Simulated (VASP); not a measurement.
# Co2PtO4 in VASP: a series of runs

Co2PtO4 is run at these levels: PBEsol; tasks: single point.

All numbers are computed with VASP 6.6.1; they aren't measurements. Logs are shortened: lines on timing, memory, paths and dates and some standing lists are left out, and cuts for length are marked.

## 1. The cell of the first run

The cell holds a slab with vacuum, 7 atoms: a = 2.810 Å, b = 2.810 Å, c = 22.825 Å, α = 90.00°, β = 90.00°, γ = 120.00°.

## 2. Single point, PBEsol

File INCAR:

```
ALGO     = Normal         # electronic algorithm
DIPOL    = 0.5 0.5 0.500
EDIFF    = 1E-7           # SCF threshold, eV
ENCUT    = 520            # plane-wave cutoff, eV
GGA      = PS             # functional
IDIPOL   = 3            
ISIF     = 2              # what is computed and relaxed
ISMEAR   = 0              # smearing method
LASPH    = True           # aspherical terms in the spheres
LCHARG   = True           # write CHGCAR
LDIPOL   = True         
LELF     = True           # ELF
LREAL    = False          # projectors in reciprocal space
LVACPOTAV= True         
LVHAR    = True         
LWAVE    = False          # write WAVECAR
NBANDS   = 35             # bands
NELM     = 100            # most SCF steps
PREC     = Accurate       # precision mode
SIGMA    = 0.1            # smearing width, eV
```

File KPOINTS:

```
k-points
0
Gamma
  12 12 1
```

File POSCAR:

```
Co2PtO4
1.0
    2.8101831225      0.0000000000      0.0000000000
   -1.4050915613      2.4336899734      0.0000000000
    0.0000000000      0.0000000000     22.8253249521
O Co Pt
4 2 1
Direct
    0.0000000000      0.0000000000      0.3285823977
    0.6666666667      0.3333333333      0.4129821504
    0.6666666667      0.3333333333      0.5870178496
    0.3333333333      0.6666666667      0.6714176023
    0.3333333333      0.6666666667      0.3707822740
    0.0000000000      0.0000000000      0.6292177260
    0.6666666667      0.3333333333      0.5000000000
```

Potentials or basis: VASP PAW PBE potentials, release 64 (O, Co, Pt).

Launch:

```console
$ cat potpaw_PBE.64/O/POTCAR potpaw_PBE.64/Co/POTCAR potpaw_PBE.64/Pt/POTCAR > POTCAR
$ mpirun -np 1 vasp_std > vasp.out
```

OUTCAR:

```text
EDIFF = 1E-7
   ENCUT = 520
   GGA = PS
   ISIF = 2
   ISMEAR = 0
   LASPH = True
   LREAL = False
   NELM = 100
   PREC = Accurate

 ion  position               nearest neighbor table
   1  0.000  0.000  0.329-   5 1.89   5 1.89   5 1.89
   2  0.667  0.333  0.413-   5 1.89   5 1.89   5 1.89   7 1.99
   3  0.667  0.333  0.587-   6 1.89   6 1.89   6 1.89   7 1.99
   4  0.333  0.667  0.671-   6 1.89   6 1.89   6 1.89
   5  0.333  0.667  0.371-   1 1.89   1 1.89   1 1.89   2 1.89   2 1.89   2 1.89
   6  0.000  0.000  0.629-   4 1.89   4 1.89   4 1.89   3 1.89   3 1.89   3 1.89
   7  0.667  0.333  0.500-   2 1.99   3 1.99

  LATTYP: Found a hexagonal cell.
 ALAT       =     2.8101831225
 C/A-ratio  =     8.1223621227

  Lattice vectors:

 A1 = (   2.8101831225,   0.0000000000,   0.0000000000)
 A2 = (  -1.4050915613,   2.4336899734,   0.0000000000)
 A3 = (   0.0000000000,   0.0000000000,  22.8253249521)

Analysis of symmetry for initial positions (statically):
=====================================================================
 Subroutine PRICEL returns:
 Original cell was already a primitive cell.

 Routine SETGRP: Setting up the symmetry group for a
 hexagonal supercell.

 Subroutine GETGRP returns: Found 12 space group operations
 (whereof  6 operations were pure point group operations)
 out of a pool of 24 trial point group operations.

The static configuration has the point symmetry C_3v.
 The point group associated with its full space group is D_3d.

Analysis of symmetry for dynamics (positions and initial velocities):
=====================================================================
 Subroutine PRICEL returns:
 Original cell was already a primitive cell.

 Routine SETGRP: Setting up the symmetry group for a
 hexagonal supercell.

 Subroutine GETGRP returns: Found 12 space group operations
 (whereof  6 operations were pure point group operations)
 out of a pool of 24 trial point group operations.

The dynamic configuration has the point symmetry C_3v.
 The point group associated with its full space group is D_3d.

 Subroutine INISYM returns: Found 12 space group operations
 (whereof  6 operations are pure point group operations),
 and found     1 'primitive' translations

----------------------------------------------------------------------------------------

                                     Primitive cell

  volume of cell :     156.1050

  direct lattice vectors                    reciprocal lattice vectors
     2.810183122  0.000000000  0.000000000     0.355848696  0.205449341  0.000000000
    -1.405091561  2.433689973  0.000000000     0.000000000  0.410898681  0.000000000
     0.000000000  0.000000000 22.825324952     0.000000000  0.000000000  0.043810986

  length of vectors
     2.810183122  2.810183123 22.825324952     0.410898681  0.410898681  0.043810986

  position of ions in fractional coordinates (direct lattice)
     0.000000000  0.000000000  0.328582398
     0.666666667  0.333333333  0.412982150
     0.666666667  0.333333333  0.587017850
     0.333333333  0.666666667  0.671417602
     0.333333333  0.666666667  0.370782274
     0.000000000  0.000000000  0.629217726
     0.666666667  0.333333333  0.500000000

  ion indices of the primitive-cell ions
   primitive index   ion index
                 1           1
                 2           2
                 3           3
                 4           4
                 5           5
                 6           6
                 7           7

----------------------------------------------------------------------------------------

 KPOINTS: k-points

Automatic generation of k-mesh.
 Grid dimensions read from file:
 generate k-points for:   12   12    1

 Generating k-lattice:

  Cartesian coordinates                     Fractional coordinates (reciprocal lattice)
     0.029654058  0.017120778  0.000000000     0.083333333  0.000000000  0.000000000
     0.000000000  0.034241557  0.000000000     0.000000000  0.083333333  0.000000000
     0.000000000  0.000000000  0.043810986     0.000000000  0.000000000  1.000000000

  Length of vectors
     0.034241557  0.034241557  0.043810986

  Shift w.r.t. Gamma in fractional coordinates (k-lattice)
     0.000000000  0.000000000  0.000000000

 Subroutine IBZKPT returns following result:
 ===========================================

 Found     19 irreducible k-points:

 Following reciprocal coordinates:
            Coordinates               Weight
  0.000000  0.000000  0.000000      1.000000
  0.083333  0.000000  0.000000      6.000000
  0.166667  0.000000  0.000000      6.000000
  0.250000  0.000000  0.000000      6.000000
  0.333333  0.000000  0.000000      6.000000
  0.416667  0.000000  0.000000      6.000000
[... 11 lines left out ...]
  0.333333  0.250000  0.000000     12.000000
  0.333333  0.333333  0.000000      2.000000
   k-points           NKPTS =     19   k-points in BZ     NKDIM =     19   number of bands    NBANDS=     35
   number of dos      NEDOS =    301   number of ions     NIONS =      7
   total plane-waves  NPLWV = 103680
   dimension x,y,z NGX =    24 NGY =   24 NGZ =  180
   dimension x,y,z NGXF=    48 NGYF=   48 NGZF=  360
   ions per type =               4   2   1
   NGX,Y,Z   is equivalent  to a cutoff of  14.20, 14.20, 13.11 a.u.
   NGXF,Y,Z  is equivalent  to a cutoff of  28.40, 28.40, 26.22 a.u.
 SYSTEM =  unknown system
   PREC   = accura    normal or accurate (medium, high low for compatibility)
   ISTART =      0    job   : 0-new  1-cont  2-samecut
   ICHARG =      2    charge: 1-file 2-atom 10-const
   ISPIN  =      1    spin polarized calculation?
   LNONCOLLINEAR =      F non collinear calculations
   LSORBIT =      F    spin-orbit coupling
   LASPH  =      T    aspherical Exc in radial PAW
   ENCUT  =  520.0 eV  38.22 Ry    6.18 a.u.   5.23  5.23 42.44*2*pi/ulx,y,z
   NELM   =    100;   NELMIN=  2; NELMDL= -5     # of ELM steps
   EDIFF  = 0.1E-06   stopping-criterion for ELM
   LREAL  =      F    real-space projection
   EDIFFG = 0.1E-05   stopping-criterion for IOM
   NSW    =      0    number of steps for IOM
   IBRION =     -1    ionic relax: 0-MD 1-quasi-New 2-CG
   NFREE  =      0    steps in history (QN), initial steepest desc. (CG)
   ISIF   =      2    stress and relaxation
   ISYM   =      2    0-nonsym 1-usesym 2-fastsym
   POTIM  = 0.5000    time-step for ionic-motion
   TEBEG  =    0.0;   TEEND  =   0.0 temperature during run
   PSTRESS=    0.0 pullay stress
   NELECT =      52.0000    total number of electrons
   NUPDOWN=      -1.0000    fix difference up-down
   EMIN   =  10.00;   EMAX   =-10.00  energy-range for DOS
   EFERMI =   0.00;   METHOD = LEGACY
   ISMEAR =     0;   SIGMA  =   0.10  broadening in eV -4-tet -1-fermi 0-gaus
   EFERMI_NEDOS =   21; number of points for ismear=-14 and -15
   IALGO  =     38    algorithm
   IMIX   =      4    mixing-type and parameters
     AMIX     =   0.40;   BMIX     =  1.00
     AMIX_MAG =   1.60;   BMIX_MAG =  1.00
  volume/ion in A,a.u.               =      22.30       150.49
  Fermi-wavevector in a.u.,A,eV,Ry     =   1.134846  2.144548 17.522615  1.287876
  Thomas-Fermi vector in A             =   2.271550
   LORBIT       =      0    0 simple, 1 ext, 2 COOP (PROOUT), +10 PAW based schemes
   GGA     = PS    functional components
   LHFCALC =     F    Hartree Fock is set to
   AEXX    =    0.0000 exact exchange contribution
   IVDW    =     0    specifies the selected vdW correction
   LEPSILON=     F    determine dielectric tensor
   LRPA    =     F    only Hartree local field effects (RPA)
 non-spin polarized calculation
 Gauss-broadening in eV      SIGMA  =   0.10
  energy-cutoff  :      520.00
  volume of cell :      156.11
 maximum number of plane-waves:      4228
 NGX is ok and might be reduce to    24
   NGX = 11   NGY = 11   NGZ = 85

 dipolmoment           0.000000      0.000000      0.000000 electrons x Angstroem

 number of electron      51.9999997 magnetization

 dipolmoment           0.000000      0.000000     -0.000000 electrons x Angstroem

 Free energy of the ion-electron system (eV)
  ---------------------------------------------------
  ext. energy  EPLUGINS =         0.00000000
  ---------------------------------------------------
  free energy    TOTEN  =       -49.59851567 eV

  energy without entropy =      -49.55677012  energy(sigma->0) =      -49.57764289

 E-fermi :  -1.3653     XC(G=0):  -5.9175

 val. band max:       -1.3822739801   @ k =   0.1667   0.0833   0.0000
 cond. band min:      -1.3637744773   @ k =   0.1667   0.1667   0.0000
 fundamental gap:      0.0184995028
 Fermi energy:        -1.3652605304

 k-point     1 :       0.0000    0.0000    0.0000
  band No.  band energies     occupation
      1     -22.0737      2.00000
      2     -21.8237      2.00000
      3     -19.4743      2.00000
      4     -19.3650      2.00000
      5      -9.8048      2.00000
      6      -8.5516      2.00000
[... 27 lines left out ...]
     34       5.9303      0.00000
     35       6.0539      0.00000

 k-point     2 :       0.0833    0.0000    0.0000
  band No.  band energies     occupation
      1     -21.9992      2.00000
      2     -21.7461      2.00000
      3     -19.4539      2.00000
      4     -19.3512      2.00000
      5      -9.7474      2.00000
      6      -8.3635      2.00000
[... 27 lines left out ...]
     34       6.1122      0.00000
     35       6.2458      0.00000

 k-point     3 :       0.1667    0.0000    0.0000
  band No.  band energies     occupation
      1     -21.7917      2.00000
      2     -21.5293      2.00000
      3     -19.3959      2.00000
      4     -19.3120      2.00000
      5      -9.6233      2.00000
      6      -8.1780      2.00000
[... 27 lines left out ...]
     34       6.6410      0.00000
     35       6.7827      0.00000
[... 533 lines left out ...]
 k-point    18 :       0.3333    0.2500    0.0000
  band No.  band energies     occupation
      1     -20.8163      2.00000
      2     -20.4954      2.00000
      3     -18.9942      2.00000
      4     -18.9934      2.00000
      5      -9.0585      2.00000
      6      -8.7378      2.00000
[... 27 lines left out ...]
     34       8.6551      0.00000
     35      10.9080      0.00000

 k-point    19 :       0.3333    0.3333    0.0000
  band No.  band energies     occupation
      1     -20.7833      2.00000
      2     -20.4619      2.00000
      3     -18.9658      2.00000
      4     -18.9658      2.00000
      5      -8.9980      2.00000
      6      -8.4393      2.00000
[... 27 lines left out ...]
     34       6.7702      0.00000
     35      11.7955      0.00000

------------------------ aborting loop because EDIFF is reached ----------------------------------------

  FORCE on cell =-STRESS in cart. coord.  units (eV):
  Direction    XX          YY          ZZ          XY          YZ          ZX
  --------------------------------------------------------------------------------------
  -------------------------------------------------------------------------------------
  Total       -2.2642184     -2.2642184     -1.2300725      0.0000000      0.0000000     -0.0000000
  in kB      -23.2387122    -23.2387122    -12.6247986      0.0000000      0.0000000     -0.0000000
  external PRESSURE =     -19.7007410 kB  Pullay stress =       0.0000000 kB

 VOLUME and BASIS-vectors are now :
 -----------------------------------------------------------------------------
  energy-cutoff  :      520.00
  volume of cell :      156.11
      direct lattice vectors                 reciprocal lattice vectors
     2.810183122  0.000000000  0.000000000     0.355848696  0.205449341  0.000000000
    -1.405091561  2.433689973  0.000000000     0.000000000  0.410898681  0.000000000
     0.000000000  0.000000000 22.825324952     0.000000000  0.000000000  0.043810986

 POSITION                                       TOTAL-FORCE (eV/Angst)
 -----------------------------------------------------------------------------------
      0.00000      0.00000      7.50000        -0.000000      0.000000      1.287465
      1.40509      0.81123      9.42645         0.000000      0.000000      0.158030
      1.40509      0.81123     13.39887        -0.000000     -0.000000     -0.158030
     -0.00000      1.62246     15.32532         0.000000     -0.000000     -1.287465
     -0.00000      1.62246      8.46323        -0.000000      0.000000     -1.624767
      0.00000      0.00000     14.36210         0.000000      0.000000      1.624767
      1.40509      0.81123     11.41266         0.000000      0.000000      0.000000
 -----------------------------------------------------------------------------------
    total drift:                               -0.000000      0.000000     -0.000000

  FREE ENERGIE OF THE ION-ELECTRON SYSTEM (eV)
  ---------------------------------------------------
  free  energy   TOTEN  =       -49.5985156658 eV

  energy  without entropy=      -49.5567701220  energy(sigma->0) =      -49.57764289

 vacuum level on the upper side and lower side of the slab         6.353         6.353
```

Wall time 4.2 min (1 thread of Intel Xeon 6975P-C, shared host); peak memory 0.37 GiB.

What came out:

```
Free energy            : -49.5985 eV
Largest force          : 1.625 eV/Å
Band gap on the k mesh : zero (band 26 reaches -1.35 eV, above the bottom of band 27 at -1.49 eV)
```

Forces in eV/Å, atoms in the order of the input:
```
O    0.000  0.000  1.287
O    0.000  0.000  0.158
O    0.000  0.000 -0.158
O    0.000  0.000 -1.287
Co   0.000  0.000 -1.625
Co   0.000  0.000  1.625
Pt   0.000  0.000  0.000
```

Levels at points of the mesh, in eV from the Fermi level:
| k point | band 22 | band 23 | band 24 | band 25 | band 26 | band 27 | band 28 | band 29 | band 30 | band 31 |
| --- | --- | --- | --- | --- | --- | --- | --- | --- | --- | --- |
| (0.00, 0.00, 0.00) | -1.30 | -1.30 | -0.67 | -0.67 | -0.09 | 0.02 | 2.41 | 2.41 | 2.58 | 2.58 |
| (0.50, 0.00, 0.00) | -0.69 | -0.69 | -0.36 | -0.34 | 0.01 | 0.95 | 1.81 | 2.24 | 2.43 | 2.44 |

Caveat: the PAW data sets were made with another functional, which shifts forces and pressure a little; spin-orbit coupling is left out, which moves the levels of the heavy elements; the run has no spin polarisation, though such a crystal can be magnetic; semilocal functionals often make such compounds metallic where correlation or magnetic order opens a gap, which also shifts bond lengths. With open d or f shells a metallic result of PBEsol can be an artefact of self-interaction; +U or a hybrid may open a gap.

## 3. Single point, PBEsol

File INCAR:

```
SYSTEM = Co2PtO4
PREC = Accurate ; ENCUT = 520
EDIFF = 1E-6 ; ISMEAR = 0
SIGMA = 0.1 ; LREAL = .False.
LASPH = .True. ; NELM = 100
ALGO = Normal ; ISIF = 2
LWAVE = .False. ; LCHARG = .False.
LDIPOL = .True. ; IDIPOL = 3
DIPOL = 0.5 0.5 0.500 ; GGA = PS
NBANDS = 35
```

File KPOINTS:

```
Automatic mesh
0
Gamma
  12 12 1
  0 0 0
```

File POSCAR:

```
Co2PtO4
1.0
    2.8101831225      0.0000000000      0.0000000000
   -1.4050915613      2.4336899734      0.0000000000
    0.0000000000      0.0000000000     22.8253249521
O Co Pt
4 2 1
Direct
    0.0000000000      0.0000000000      0.3307315234
    0.6666666667      0.3333333333      0.4129111604
    0.6666666667      0.3333333333      0.5870880896
    0.3333333333      0.6666666667      0.6692686280
    0.3333333333      0.6666666667      0.3692411513
    0.0000000000      0.0000000000      0.6307598087
    0.6666666667      0.3333333333      0.4999996385
```

Potentials or basis: VASP PAW PBE potentials, release 64 (O, Co, Pt).

Launch:

```console
$ cat potpaw_PBE.64/O/POTCAR potpaw_PBE.64/Co/POTCAR potpaw_PBE.64/Pt/POTCAR > POTCAR
$ mpirun -np 1 vasp_std > vasp.out
```

It took 5 min on 1 thread of Intel Xeon 6975P-C, shared host; peak memory 0.37 GiB.

It converged, with:

```
Free energy            : -49.7198 eV
Largest force          : 0.045 eV/Å
Band gap on the k mesh : zero (band 26 reaches -1.05 eV, above the bottom of band 27 at -1.29 eV)
```

Forces in eV/Å, atoms in the order of the input:
```
O    0.000  0.000 -0.045
O    0.000  0.000 -0.005
O    0.000  0.000  0.005
O    0.000  0.000  0.045
Co   0.000  0.000  0.015
Co   0.000  0.000 -0.015
Pt   0.000  0.000  0.000
```

Levels at points of the mesh, in eV from the Fermi level:
| k point | band 22 | band 23 | band 24 | band 25 | band 26 | band 27 | band 28 | band 29 | band 30 | band 31 |
| --- | --- | --- | --- | --- | --- | --- | --- | --- | --- | --- |
| (0.00, 0.00, 0.00) | -1.42 | -1.42 | -0.69 | -0.69 | -0.04 | 0.03 | 2.44 | 2.44 | 2.60 | 2.60 |
| (0.50, 0.00, 0.00) | -0.85 | -0.85 | -0.46 | -0.46 | 0.00 | 0.77 | 1.66 | 2.19 | 2.40 | 2.41 |

Caveat: the PAW data sets were made with another functional, which shifts forces and pressure a little; spin-orbit coupling is left out, which moves the levels of the heavy elements; the run has no spin polarisation, though such a crystal can be magnetic; semilocal functionals often make such compounds metallic where correlation or magnetic order opens a gap, which also shifts bond lengths. Spin polarisation is off, so any magnetic state and its effect on volume and gap are missing.

## 4. Single point, PBEsol

File INCAR:

```
SYSTEM = Co2PtO4
ALGO = Normal ; DIPOL = 0.5 0.5 0.500
EDIFF = 1E-6 ; ENCUT = 520
GGA = PS ; IDIPOL = 3
ISIF = 2 ; ISMEAR = 0
LASPH = .TRUE. ; LCHARG = .FALSE.
LDIPOL = .TRUE. ; LREAL = .FALSE.
LWAVE = .FALSE. ; NBANDS = 35
NELM = 80 ; PREC = Accurate
SIGMA = 0.1
```

File KPOINTS:

```
k-points
0
G
  12 12 1
  0 0 0
```

File POSCAR:

```
Co2PtO4
1.0
    2.8101831225      0.0000000000      0.0000000000
   -1.4050915613      2.4336899734      0.0000000000
    0.0000000000      0.0000000000     22.8253249521
O Co Pt
4 2 1
Direct
    0.0000000000      0.0000000000      0.3285823977
    0.6666666667      0.3333333333      0.4129821504
    0.6666666667      0.3333333333      0.5870178496
    0.3333333333      0.6666666667      0.6714176023
    0.3333333333      0.6666666667      0.3707822740
    0.0000000000      0.0000000000      0.6292177260
    0.6666666667      0.3333333333      0.5000000000
```

Launch:

```console
$ cat potpaw_PBE.64/O/POTCAR potpaw_PBE.64/Co/POTCAR potpaw_PBE.64/Pt/POTCAR > POTCAR
$ mpirun -np 1 vasp_std > vasp.out
```

Wall time 3.5 min (1 thread of Intel Xeon 6975P-C, shared host); peak memory 0.37 GiB.

The run converged. Its results:

```
Free energy            : -49.5985 eV
Largest force          : 1.625 eV/Å
Band gap on the k mesh : zero (band 26 reaches -1.35 eV, above the bottom of band 27 at -1.49 eV)
```

Forces in eV/Å, atoms in the order of the input:
```
O    0.000  0.000  1.288
O    0.000  0.000  0.158
O    0.000  0.000 -0.158
O    0.000  0.000 -1.288
Co   0.000  0.000 -1.625
Co   0.000  0.000  1.625
Pt   0.000  0.000  0.000
```

Levels at points of the mesh, in eV from the Fermi level:
| k point | band 23 | band 24 | band 25 | band 26 | band 27 | band 28 | band 29 | band 30 |
| --- | --- | --- | --- | --- | --- | --- | --- | --- |
| (0.00, 0.00, 0.00) | -1.30 | -0.67 | -0.67 | -0.09 | 0.02 | 2.41 | 2.41 | 2.58 |
| (0.50, 0.00, 0.00) | -0.69 | -0.36 | -0.34 | 0.01 | 0.95 | 1.81 | 2.24 | 2.43 |

Caveat: the PAW data sets were made with another functional, which shifts forces and pressure a little; spin-orbit coupling is left out, which moves the levels of the heavy elements; the run has no spin polarisation, though such a crystal can be magnetic; semilocal functionals often make such compounds metallic where correlation or magnetic order opens a gap, which also shifts bond lengths.
